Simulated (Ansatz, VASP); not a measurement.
## One calculation of PtSe2, two programs

```
CELL_PARAMETERS angstrom
3.70704 0.00000 0.00000
-1.85352 3.21039 0.00000
0.00000 0.00000 22.79816
ATOMIC_POSITIONS crystal
Se 0.66667 0.33333 0.19738
Se 0.33333 0.66667 0.31358
Se 0.50000 0.00000 0.47631
Se 0.16667 0.33333 0.59251
Pt 0.00000 0.00000 0.25548
Pt 0.83333 0.66667 0.53441
```

Alike in both runs: task single point; functional PBE; dispersion D3(BJ); k mesh 9 × 9 × 1; occupations gaussian, width 0.05 eV; no spin polarisation.

|  | VASP | Ansatz |
| --- | --- | --- |
| version | VASP 6.6.1 | Ansatz 0.2.0 |
| potentials or method | VASP PAW PBE potentials, release 64 (Se, Pt), cutoff 520 eV | scalar-relativistic, plane waves, PAW |
| valence electrons in the cell | 44 | 100 |

Ansatz gave:

```
gap on the k mesh at the Fermi level (eV) : 1.03
least direct gap on the mesh (eV)         : 1.19
rms of the force components (eV/Å)        : 0.029
```

What did VASP give for the same quantities?

gap on the k mesh at the Fermi level (eV): 1.02; least direct gap on the mesh (eV): 1.18; rms of the force components (eV/Å): 0.029.

VASP's potentials hold 44 valence electrons a cell and Ansatz's 100, so a difference there can come from the potentials and not from the codes.

Neither program's run includes spin-orbit coupling.
